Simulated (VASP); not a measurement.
# AlFe (Pm-3m) in VASP: settings compared

The runs below take AlFe through single point, with r2SCAN50, HF.

Everything below comes from runs of VASP 6.6.1. Logs are shortened: lines on timing, memory, paths and dates and some standing lists are left out, and cuts for length are marked.

### Step 1. The cell of the first run

The structure is cubic, space group Pm-3m (No. 221). The conventional cell has a = 2.910 Å, b = 2.910 Å, c = 2.910 Å, α = 90.00°, β = 90.00°, γ = 90.00°. Fe (site symmetry m-3m) has 8 Al at 2.52 Å and 6 Fe at 2.91 Å within 3.3 Å. Within 3.3 Å of Al (site symmetry m-3m) lie 8 Fe at 2.52 Å and 6 Al at 2.91 Å.

### Step 2. Single point, r2SCAN50, collinear spin, ferromagnetic start

File POSCAR:

```
AlFe
1.0
    2.9100000000      0.0000000000      0.0000000000
    0.0000000000      2.9100000000      0.0000000000
    0.0000000000      0.0000000000      2.9100000000
Fe Al
1 1
Direct
    0.5000000000      0.5000000000      0.5000000000
    0.0000000000      0.0000000000      0.0000000000
```

File INCAR.step1:

```
PREC = Accurate
ENCUT = 520
EDIFF = 1E-5
ISMEAR = -1
SIGMA = 0.05
LREAL = F
LASPH = T
NELM = 150
ALGO = Normal
ISIF = 2
LWAVE = T
LCHARG = F
ISPIN = 2
MAGMOM = 3 0
LORBIT = 11
LMAXMIX = 4
NBANDS = 16
GGA = PE
```

File INCAR.step2:

```
PREC = Accurate
ENCUT = 520
EDIFF = 1E-7
ISMEAR = -1
SIGMA = 0.05
LREAL = F
LASPH = T
NELM = 150
ALGO = Normal
ISIF = 2
LWAVE = F
LCHARG = F
ISPIN = 2
MAGMOM = 3 0
LORBIT = 11
LMAXMIX = 4
METAGGA = R2SCAN
LHFCALC = T
AEXX = 0.5
LMIXTAU = T
PRECFOCK = Normal
NBANDS = 16
ISTART = 1
```

File KPOINTS:

```
Automatic mesh
0
Gamma
  5 5 5
```

Potentials or basis: VASP PAW PBE potentials, release 64 (Fe, Al).

Run with:

```console
$ cat potpaw_PBE.64/Fe/POTCAR potpaw_PBE.64/Al/POTCAR > POTCAR
$ cp INCAR.step1 INCAR
$ mpirun -np 1 vasp_std > vasp.out
$ cp INCAR.step2 INCAR
$ mpirun -np 1 vasp_std > vasp.out
```

OUTCAR:

```text
PREC = Accurate
   ENCUT = 520
   EDIFF = 1E-7
   ISMEAR = -1
   LREAL = F
   LASPH = T
   NELM = 150
   ISIF = 2
   ISPIN = 2
   LORBIT = 11
   METAGGA = R2SCAN
   LHFCALC = T
   AEXX = 0.5
   PRECFOCK = Normal
   ISTART = 1

 ion  position               nearest neighbor table
   1  0.500  0.500  0.500-   2 2.52   2 2.52   2 2.52   2 2.52   2 2.52   2 2.52   2 2.52   2 2.52

   2  0.000  0.000  0.000-   1 2.52   1 2.52   1 2.52   1 2.52   1 2.52   1 2.52   1 2.52   1 2.52

  LATTYP: Found a simple cubic cell.
 ALAT       =     2.9100000000

  Lattice vectors:

 A1 = (   2.9100000000,   0.0000000000,   0.0000000000)
 A2 = (   0.0000000000,   2.9100000000,   0.0000000000)
 A3 = (   0.0000000000,   0.0000000000,   2.9100000000)

Analysis of symmetry for initial positions (statically):
=====================================================================
 Subroutine PRICEL returns:
 Original cell was already a primitive cell.

 Routine SETGRP: Setting up the symmetry group for a
 simple cubic supercell.

 Subroutine GETGRP returns: Found 48 space group operations
 (whereof 48 operations were pure point group operations)
 out of a pool of 48 trial point group operations.

The static configuration has the point symmetry O_h .

Analysis of symmetry for dynamics (positions and initial velocities):
=====================================================================
 Subroutine PRICEL returns:
 Original cell was already a primitive cell.

 Routine SETGRP: Setting up the symmetry group for a
 simple cubic supercell.

 Subroutine GETGRP returns: Found 48 space group operations
 (whereof 48 operations were pure point group operations)
 out of a pool of 48 trial point group operations.

The dynamic configuration has the point symmetry O_h .

Analysis of structural, dynamic, and magnetic symmetry:
=====================================================================
 Subroutine PRICEL returns:
 Original cell was already a primitive cell.

 Routine SETGRP: Setting up the symmetry group for a
 simple cubic supercell.

 Subroutine GETGRP returns: Found 48 space group operations
 (whereof 48 operations were pure point group operations)
 out of a pool of 48 trial point group operations.

The overall configuration has the point symmetry O_h .

 Subroutine INISYM returns: Found 48 space group operations
 (whereof 48 operations are pure point group operations),
 and found     1 'primitive' translations

----------------------------------------------------------------------------------------

                                     Primitive cell

  volume of cell :      24.6422

  direct lattice vectors                    reciprocal lattice vectors
     2.910000000  0.000000000  0.000000000     0.343642612  0.000000000  0.000000000
     0.000000000  2.910000000  0.000000000     0.000000000  0.343642612  0.000000000
     0.000000000  0.000000000  2.910000000     0.000000000  0.000000000  0.343642612

  length of vectors
     2.910000000  2.910000000  2.910000000     0.343642612  0.343642612  0.343642612

  position of ions in fractional coordinates (direct lattice)
     0.500000000  0.500000000  0.500000000
     0.000000000  0.000000000  0.000000000

  ion indices of the primitive-cell ions
   primitive index   ion index
                 1           1
                 2           2

----------------------------------------------------------------------------------------

 KPOINTS: Automatic mesh

Automatic generation of k-mesh.
 Grid dimensions read from file:
 generate k-points for:    5    5    5

 Generating k-lattice:

  Cartesian coordinates                     Fractional coordinates (reciprocal lattice)
     0.068728522  0.000000000  0.000000000     0.200000000  0.000000000  0.000000000
     0.000000000  0.068728522  0.000000000     0.000000000  0.200000000  0.000000000
     0.000000000  0.000000000  0.068728522     0.000000000  0.000000000  0.200000000

  Length of vectors
     0.068728522  0.068728522  0.068728522

  Shift w.r.t. Gamma in fractional coordinates (k-lattice)
     0.000000000  0.000000000  0.000000000

 Subroutine IBZKPT returns following result:
 ===========================================

 Found     10 irreducible k-points:

 Following reciprocal coordinates:
            Coordinates               Weight
  0.000000  0.000000  0.000000      1.000000
  0.200000  0.000000  0.000000      6.000000
  0.400000  0.000000  0.000000      6.000000
  0.200000  0.200000  0.000000     12.000000
  0.400000  0.200000  0.000000     24.000000
  0.400000  0.400000  0.000000     12.000000
  0.200000  0.200000  0.200000      8.000000
  0.400000  0.200000  0.200000     24.000000
  0.400000  0.400000  0.200000     24.000000
  0.400000  0.400000  0.400000      8.000000
   k-points           NKPTS =     10   k-points in BZ     NKDIM =    125   number of bands    NBANDS=     16
   number of dos      NEDOS =    301   number of ions     NIONS =      2
   total plane-waves  NPLWV =  13824
   dimension x,y,z NGX =    24 NGY =   24 NGZ =   24
   dimension x,y,z NGXF=    48 NGYF=   48 NGZF=   48
   ions per type =               1   1
   NGX,Y,Z   is equivalent  to a cutoff of  13.71, 13.71, 13.71 a.u.
   NGXF,Y,Z  is equivalent  to a cutoff of  27.42, 27.42, 27.42 a.u.
 SYSTEM =  unknown system
   PREC   = accura    normal or accurate (medium, high low for compatibility)
   ISTART =      1    job   : 0-new  1-cont  2-samecut
   ICHARG =      0    charge: 1-file 2-atom 10-const
   ISPIN  =      2    spin polarized calculation?
   LNONCOLLINEAR =      F non collinear calculations
   LSORBIT =      F    spin-orbit coupling
   LASPH  =      T    aspherical Exc in radial PAW
   ENCUT  =  520.0 eV  38.22 Ry    6.18 a.u.   5.41  5.41  5.41*2*pi/ulx,y,z
   NELM   =    150;   NELMIN=  2; NELMDL=  0     # of ELM steps
   EDIFF  = 0.1E-06   stopping-criterion for ELM
   LREAL  =      F    real-space projection
   EDIFFG = 0.1E-05   stopping-criterion for IOM
   NSW    =      0    number of steps for IOM
   IBRION =     -1    ionic relax: 0-MD 1-quasi-New 2-CG
   NFREE  =      0    steps in history (QN), initial steepest desc. (CG)
   ISIF   =      2    stress and relaxation
   ISYM   =      3    0-nonsym 1-usesym 2-fastsym
   POTIM  = 0.5000    time-step for ionic-motion
   TEBEG  =    0.0;   TEEND  =   0.0 temperature during run
   PSTRESS=    0.0 pullay stress
   NELECT =      11.0000    total number of electrons
   NUPDOWN=      -1.0000    fix difference up-down
   EMIN   =  10.00;   EMAX   =-10.00  energy-range for DOS
   EFERMI =   0.00;   METHOD = LEGACY
   ISMEAR =    -1;   SIGMA  =   0.05  broadening in eV -4-tet -1-fermi 0-gaus
   EFERMI_NEDOS =   21; number of points for ismear=-14 and -15
   IALGO  =     38    algorithm
   IMIX   =      1    mixing-type and parameters
     AMIX     =   0.40;   BMIX     =  1.00
     AMIX_MAG =   1.60;   BMIX_MAG =  1.00
  volume/ion in A,a.u.               =      12.32        83.15
  Fermi-wavevector in a.u.,A,eV,Ry     =   1.251160  2.364349 21.298567  1.565401
  Thomas-Fermi vector in A             =   2.385120
   LORBIT       =     11    0 simple, 1 ext, 2 COOP (PROOUT), +10 PAW based schemes
   METAGGA = R2SCAN    functional components
   LHFCALC =     T    Hartree Fock is set to
   PRECFOCK=normal    Normal, Fast or Accurate (Low or Medium for compatibility)
   ENCUT4O =  -1.0   cutoff for four orbital integrals eV
   NKREDX  =     1    reduce k-point grid by
   NKREDY  =     1    reduce k-point grid by
   NKREDZ  =     1    reduce k-point grid by
   AEXX    =    0.5000 exact exchange contribution
   HFSCREEN=    0.0000 screening length (either q_TF or 0.3 A-1)
   HFSCREENC=   0.0000 screening length for correlation (either q_TF or 0.3 A-1)
   ENCUTFOCK=  -1.0 apply spherical cutoff to Coloumb kernel
   IVDW    =     0    specifies the selected vdW correction
   LEPSILON=     F    determine dielectric tensor
   LRPA    =     F    only Hartree local field effects (RPA)
 spin polarized calculation
  energy-cutoff  :      520.00
  volume of cell :       24.64
 maximum number of plane-waves:       691
 NGX is ok and might be reduce to    24
  NGX = 18; NGY = 18; NGZ = 18

 number of electron      10.9999992 magnetization       2.4399995

 Free energy of the ion-electron system (eV)
  ---------------------------------------------------
  ext. energy  EPLUGINS =         0.00000000
  ---------------------------------------------------
  free energy    TOTEN  =       -27.17217843 eV

  energy without entropy =      -27.17217782  energy(sigma->0) =      -27.17217812

 E-fermi :   9.3944     XC(G=0):  -7.0408

 val. band max:        8.8117889135   @ k =   0.2000   0.0000   0.0000
 cond. band min:      10.0599451276   @ k =   0.4000   0.2000   0.2000
 fundamental gap:      1.2481562141
 Fermi energy:         9.3943668094

 spin component 1

 k-point     1 :       0.0000    0.0000    0.0000
  band No.  band energies     occupation
      1      -6.3728      1.00000
      2      -1.1829      1.00000
      3      -1.1787      1.00000
      4       0.6078      1.00000
      5       0.6961      1.00000
      6       0.7198      1.00000
[... 166 lines left out ...]
      2      -1.1718      1.00000
      3      -1.1520      1.00000
      4       0.7689      1.00000
      5       0.7732      1.00000
      6       6.0598      1.00000
[... 8 lines left out ...]
     15      36.8064      0.00000
     16      38.2620      0.00000
 Fermi energy:         9.3943668094

 spin component 2

 k-point     1 :       0.0000    0.0000    0.0000
  band No.  band energies     occupation
      1      -7.1944      1.00000
      2       5.0803      1.00000
      3       5.0977      1.00000
      4      10.7037      0.00000
      5      12.4561      0.00000
      6      13.1389      0.00000
[... 167 lines left out ...]
      3       3.7071      1.00000
      4      10.1135      0.00000
      5      10.3347      0.00000
      6      10.6963      0.00000
[... 8 lines left out ...]
     15      36.4407      0.00000
     16      38.2208      0.00000

------------------------ aborting loop because EDIFF is reached ----------------------------------------

  FORCE on cell =-STRESS in cart. coord.  units (eV):
  Direction    XX          YY          ZZ          XY          YZ          ZX
  --------------------------------------------------------------------------------------
  -------------------------------------------------------------------------------------
  Total        1.4561845      1.4561845      1.4561845      0.0000000      0.0000000      0.0000000
  in kB       94.6777676     94.6777676     94.6777676      0.0000000      0.0000000      0.0000000
  external PRESSURE =      94.6777676 kB  Pullay stress =       0.0000000 kB

 VOLUME and BASIS-vectors are now :
 -----------------------------------------------------------------------------
  energy-cutoff  :      520.00
  volume of cell :       24.64
      direct lattice vectors                 reciprocal lattice vectors
     2.910000000  0.000000000  0.000000000     0.343642612  0.000000000  0.000000000
     0.000000000  2.910000000  0.000000000     0.000000000  0.343642612  0.000000000
     0.000000000  0.000000000  2.910000000     0.000000000  0.000000000  0.343642612

 POSITION                                       TOTAL-FORCE (eV/Angst)
 -----------------------------------------------------------------------------------
      1.45500      1.45500      1.45500         0.000000      0.000000      0.000000
      0.00000      0.00000      0.00000         0.000000      0.000000      0.000000
 -----------------------------------------------------------------------------------
    total drift:                               -0.000000      0.000000     -0.000000

  FREE ENERGIE OF THE ION-ELECTRON SYSTEM (eV)
  ---------------------------------------------------
  free  energy   TOTEN  =       -27.1721784258 eV

  energy  without entropy=      -27.1721778211  energy(sigma->0) =      -27.17217812

 total charge

# of ion       s       p       d       tot
------------------------------------------
    1        0.457   0.567   6.312   7.337
    2        0.605   0.498   0.000   1.103
--------------------------------------------------
tot          1.062   1.065   6.312   8.439

 magnetization (x)

# of ion       s       p       d       tot
------------------------------------------
    1        0.003  -0.003   2.902   2.901
    2       -0.064  -0.091   0.000  -0.155
--------------------------------------------------
tot         -0.061  -0.094   2.902   2.746
```

Wall time 85 min (1 thread of Intel Xeon Platinum 8488C (Sapphire Rapids), shared host); peak memory 0.17 GiB.

Results:

```yaml
Free_energy: -27.1722 eV
Pressure: 9.5 GPa
Net_moment: 2.44 μB per cell
Site_moments: Fe +2.90; Al -0.15 μB
Valence_electrons_inside_the_program's_atomic_spheres: Fe 7.34; Al 1.10
```

Levels at points of the mesh, in eV from the Fermi level:
Spin up:
| k point | band 3 | band 4 | band 5 | band 6 | band 7 | band 8 | band 9 | band 10 |
| --- | --- | --- | --- | --- | --- | --- | --- | --- |
| (0.00, 0.00, 0.00) | -10.57 | -8.79 | -8.70 | -8.67 | 6.61 | 6.67 | 6.68 | 9.24 |
Spin down:
| k point | band 1 | band 2 | band 3 | band 4 | band 5 | band 6 | band 7 | band 8 | band 9 |
| --- | --- | --- | --- | --- | --- | --- | --- | --- | --- |
| (0.00, 0.00, 0.00) | -16.59 | -4.31 | -4.30 | 1.31 | 3.06 | 3.74 | 5.98 | 6.00 | 6.08 |

Caveat: the k points lie up to 0.43 Å⁻¹ apart; the PAW data sets were made with another functional, which shifts forces and pressure a little.

(Part 1 of 2 ends here.)
